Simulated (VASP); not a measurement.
Crystal: Pb.

```
Pb
1.0
     0.00000    2.52121    2.52121
     2.52121    0.00000    2.52121
     2.52121    2.52121    0.00000
Pb
1
Cartesian
  0.0000 0.0000 0.0000
```

Base run:

- Program: VASP 6.6.1
- Functional: PBE
- Potentials or basis: VASP PAW PBE potentials, release 64 (Pb_d)
- Cutoff: 520 eV
- k mesh: 8 × 8 × 8
- Occupations: gaussian, width 0.05 eV
- Spin: no spin polarisation

Its results: band gap on the k mesh zero (bands 7 and 8 overlap by 8.25 eV); pressure -0.1 GPa.

The run is repeated on the same cell with these changes: functional from PBE to r2SCAN; k mesh from 8 × 8 × 8 to 14 × 14 × 14. What comes out?

Band gap on the k mesh zero (bands 7 and 8 overlap by 8.75 eV); pressure -1.1 GPa.

Several settings changed at once.

Caveats: spin-orbit coupling is left out, which moves the levels of the heavy elements; the PAW data sets were made with another functional, which shifts forces and pressure a little (at least some runs).
